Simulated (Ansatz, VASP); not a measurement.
# Two plane-wave programs on Sb

```
CELL_PARAMETERS angstrom
3.08735 0.00000 0.00000
0.00000 3.08735 0.00000
0.00000 0.00000 3.08735
ATOMIC_POSITIONS crystal
Sb 0.00000 0.00000 0.00000
```

Alike in both runs: functional r2SCAN; k mesh 14 × 14 × 14; occupations gaussian, width 0.1 eV; no spin polarisation.

Ansatz relaxed the structure, and its values are those at the end. VASP's run is a single point on that final structure, the one shown.

|  | VASP | Ansatz |
| --- | --- | --- |
| version | VASP 6.6.1 | Ansatz 0.2.0 |
| potentials or method | VASP PAW PBE potentials, release 64 (Sb), cutoff 520 eV | scalar-relativistic, plane waves, PAW |
| valence electrons in the cell | 5 | 15 |

```csv
,VASP,Ansatz,Ansatz less VASP
gap on the k mesh at the Fermi level (eV),none,none,-
pressure (GPa),0.0,0.0,-0.02
```

VASP's potentials were made for PBE, not for r2SCAN. A gap of «none» marks a metal or a gap that the smearing closes. VASP's potentials hold 5 valence electrons a cell and Ansatz's 15, so a difference there can come from the potentials and not from the codes.

Spin-orbit coupling is off throughout.
